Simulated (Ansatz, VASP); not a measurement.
**GaN in VASP and in Ansatz**

```
CELL_PARAMETERS angstrom
0.00000 2.13402 2.13402
2.13402 0.00000 2.13402
2.13402 2.13402 0.00000
ATOMIC_POSITIONS crystal
Ga 0.50000 0.50000 0.50000
N 0.00000 0.00000 0.00000
```

Alike in both runs: functional PBE; k mesh 14 × 14 × 14; occupations gaussian, width 0.02 eV; no spin polarisation.

Ansatz relaxed the structure, and its values are those at the end. VASP's run is a single point on that final structure, the one shown.

|  | VASP | Ansatz |
| --- | --- | --- |
| version | VASP 6.6.1 | Ansatz 0.2.0 |
| potentials or method | VASP PAW PBE potentials, release 64 (Ga_d, N), cutoff 520 eV | scalar-relativistic, plane waves, PAW |
| valence electrons in the cell | 18 | 18 |

|  | VASP | Ansatz | Ansatz less VASP |
| --- | --- | --- | --- |
| gap on the k mesh at the Fermi level (eV) | 0.41 | 0.42 | +0.009 |
| least direct gap on the mesh (eV) | 2.39 | 2.38 | -0.003 |
| pressure (GPa) | 0.8 | 0.0 | -0.76 |
